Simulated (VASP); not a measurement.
HfN: single point with LDA

The system is HfN.

```
Hf N
1.0
     3.19537    0.00000    0.00000
    -1.59769    2.76727    0.00000
     0.00000    0.00000    5.52301
Hf N
2 2
Direct
  0.33333 0.66667 0.25000
  0.66667 0.33333 0.75000
  0.00000 0.00000 0.50000
  0.00000 0.00000 0.00000
```

```json
{
  "Program": "VASP 6.6.1",
  "Task": "single point",
  "Functional": "LDA",
  "Potentials or basis": "VASP PAW LDA potentials, release 64 (Hf_pv, N)",
  "Cutoff": "520 eV",
  "k mesh": "10 × 10 × 5",
  "Occupations": "fermi-dirac, width 0.05 eV",
  "Spin": "no spin polarisation",
  "Dipole correction": "no",
  "Further INCAR settings": "ALGO = Normal; EDIFF = 1e-06; NBANDS = 23"
}
```

```
Pressure               : -23.3 GPa
Band gap on the k mesh : zero (bands 15 and 16 overlap by 1.52 eV)
```

Stress tensor (GPa, compression positive):
```
-23.10   0.00   0.00
  0.00 -23.10   0.00
  0.00   0.00 -23.72
```

Levels at points of the mesh, in eV from the Fermi level:
```csv
k point,band 11,band 12,band 13,band 14,band 15,band 16,band 17,band 18,band 19,band 20
"(0.00, 0.00, 0.00)",-4.54,-3.46,-3.46,-1.72,-0.64,0.61,0.61,0.78,1.64,1.64
"(0.50, 0.00, 0.00)",-5.63,-5.24,-3.21,-2.68,-2.39,2.21,2.49,4.03,4.21,4.95
```

Run time: 69 s on 1 thread of AMD EPYC 7R13, with other jobs on the host, peak memory 0.14 GiB.

Caveat: the cell stands under tension; spin-orbit coupling is left out, which moves the levels of the heavy elements.
